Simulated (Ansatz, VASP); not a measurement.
**MgZn2S3 in VASP and in Ansatz**

```
Mg Zn S
1.0
     3.80802    0.00000    0.00000
    -1.90401    3.29784    0.00000
     0.00000    0.00000    9.32771
Mg Zn S
1 2 3
Direct
  0.00000 0.00000 0.00000
  0.66667 0.33333 0.33333
  0.33333 0.66667 0.66667
  0.66667 0.33333 0.08333
  0.33333 0.66667 0.41667
  0.00000 0.00000 0.75000
```

Alike in both runs: task relaxation of cell and atoms; functional PBE; k mesh 6 × 6 × 2; occupations gaussian, width 0.1 eV; no spin polarisation.

```csv
,VASP,Ansatz
version,VASP 6.6.1,Ansatz 0.2.0
potentials or method,"VASP PAW PBE potentials, release 64 (Mg, Zn, S), cutoff 600 eV","scalar-relativistic, plane waves, PAW"
valence electrons in the cell,44,52
```

```tsv
	VASP	Ansatz	Ansatz less VASP
gap on the k mesh at the Fermi level, each at its own relaxed structure (eV)	2.23	2.23	+0.002
relaxed volume (Å³/atom)	21.14	21.12	-0.018
relaxed length of the cell vector where the two differ most in proportion (Å)	3.908	3.906	-0.0016
```

VASP's potentials hold 44 valence electrons a cell and Ansatz's 52, so a difference there can come from the potentials and not from the codes.
